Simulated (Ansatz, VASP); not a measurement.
## Ta2N: VASP beside Ansatz

The input INCAR:

```
PREC     = Accurate       # precision mode
ENCUT    = 520            # plane-wave cutoff, eV
EDIFF    = 1E-7           # SCF threshold, eV
ISMEAR   = 0              # smearing method
SIGMA    = 0.15           # smearing width, eV
LREAL    = F              # projectors in reciprocal space
LASPH    = T              # aspherical terms in the spheres
NELM     = 80             # most SCF steps
ALGO     = Normal         # electronic algorithm
ISIF     = 2              # what is computed and relaxed
LWAVE    = F              # write WAVECAR
LCHARG   = T              # write CHGCAR
GGA      = PS             # functional
LELF     = T              # ELF
LVHAR    = T            
NBANDS   = 20             # bands
```

Contents of KPOINTS:

```
Automatic mesh
0
Gamma
  18 18 10
```

The input POSCAR:

```
Ta2N
1.0
    3.0786153869      0.0000000000      0.0000000000
   -1.5393076935      2.6661591336      0.0000000000
    0.0000000000      0.0000000000      5.0644200369
Ta N
2 1
Direct
    0.6666666667      0.3333333333      0.7462554481
    0.3333333333      0.6666666667      0.2537445519
    0.0000000000      0.0000000000      0.0000000000
```

Input for Ansatz:

```yaml
crystal:
  lattice:
    - [3.0786153869, 0.0, 0.0]
    - [-1.5393076935, 2.6661591336, 0.0]
    - [0.0, 0.0, 5.0644200369]
  atoms:
    - { symbol: Ta, position: [0.6666666667, 0.3333333333, 0.7462554481] }
    - { symbol: Ta, position: [0.3333333333, 0.6666666667, 0.2537445519] }
    - { symbol: "N", position: [0.0, 0.0, 0.0] }
basis:
  ecutwfc: 420
kpoints:
  mp_grid: { grid: [18, 18, 10] }
hamiltonian:
  xc: pbesol
scf:
  occupations: { method: gaussian, width: 0.15 }
output:
  forces: true
  stress: true
  eigenvalues: true
```

Change from the starting cell: strain +0.000 along x and y, +0.050 along z, atoms carried along.

Alike in both runs: task single point; functional PBEsol; k mesh 18 × 18 × 10; occupations gaussian, width 0.15 eV; no spin polarisation.

|  | VASP | Ansatz |
| --- | --- | --- |
| version | VASP 6.6.1 | Ansatz 0.2.0 |
| potentials or method | VASP PAW PBE potentials, release 64 (Ta_pv, N), cutoff 520 eV | scalar-relativistic, plane waves, PAW |
| valence electrons in the cell | 27 | 31 |

```csv
,VASP,Ansatz,Ansatz less VASP
gap on the k mesh at the Fermi level (eV),none,none,-
pressure (GPa),-12.7,-13.1,-0.43
"traceless stress, the component that is largest in VASP (GPa)",-5.92,-5.89,+0.028
rms of the force components (eV/Å),0.028,0.006,-0.0219
```

VASP's potentials were made for PBE, not for PBEsol. Atom by atom the forces differ by 0.022 eV/Å (rms over components). A gap of «none» marks a metal or a gap that the smearing closes. VASP's potentials hold 27 valence electrons a cell and Ansatz's 31, so a difference there can come from the potentials and not from the codes.

Neither program's run includes spin-orbit coupling.
